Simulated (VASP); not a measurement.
Write the native input for VASP 6.6.1 that does the following.

- Task: single point
- Functional: PBE
- Potentials or basis: VASP PAW PBE potentials, release 64 (Na_pv, H, Rh_pv)
- Cutoff: 520 eV
- k mesh: 4 × 4 × 4
- Occupations: gaussian, width 0.1 eV
- Spin: no spin polarisation
- Dipole correction: no
- Further INCAR settings: ALGO = Normal; EDIFF = 1e-06; NBANDS = 24

The structure of NaH6Rh lies in POSCAR:

```
NaH6Rh
1.0
    3.9912754572      0.0000000000      0.0000000000
    0.0000000000      3.9912754572      0.0000000000
    0.0000000000      0.0000000000      3.9912754572
Na H Rh
1 6 1
Direct
    0.5000000000      0.5000000000      0.5000000000
    0.0000000000      0.5000000000      0.8874142307
    0.5000000000      0.1125857693      0.0000000000
    0.8874142307      0.0000000000      0.5000000000
    0.0000000000      0.5000000000      0.1125857693
    0.5000000000      0.8874142307      0.0000000000
    0.1125857693      0.0000000000      0.5000000000
    0.0000000000      0.0000000000      0.0000000000
```

The cell was generated, and may not be a known phase.

The input as run:

INCAR

```
SYSTEM = NaH6Rh
PREC = Accurate ; ENCUT = 520
EDIFF = 1E-6 ; ISMEAR = 0
SIGMA = 0.1 ; LREAL = .False.
LASPH = .True. ; NELM = 100
ALGO = Normal ; ISIF = 2
LWAVE = .False. ; LCHARG = .False.
GGA = PE ; NBANDS = 24
```

KPOINTS

```
regular mesh
0
Gamma
  4 4 4
  0 0 0
```

Potentials or basis: VASP PAW PBE potentials, release 64 (Na_pv, H, Rh_pv).

The run is started by

```console
$ cat potpaw_PBE.64/Na_pv/POTCAR potpaw_PBE.64/H/POTCAR potpaw_PBE.64/Rh_pv/POTCAR > POTCAR
$ mpirun -np 1 vasp_std > vasp.out
```

Results of the run:

| Item | Value |
| --- | --- |
| Pressure | -0.3 GPa |
| Band gap on the k mesh | zero (bands 14 and 15 overlap by 1.02 eV) |

Caveat: the k points lie up to 0.39 Å⁻¹ apart, too coarse for converged energies and pressures of a metal.

Run time: 30 s on 1 thread of Intel Xeon 8259CL (shared host), peak memory 0.17 GiB.
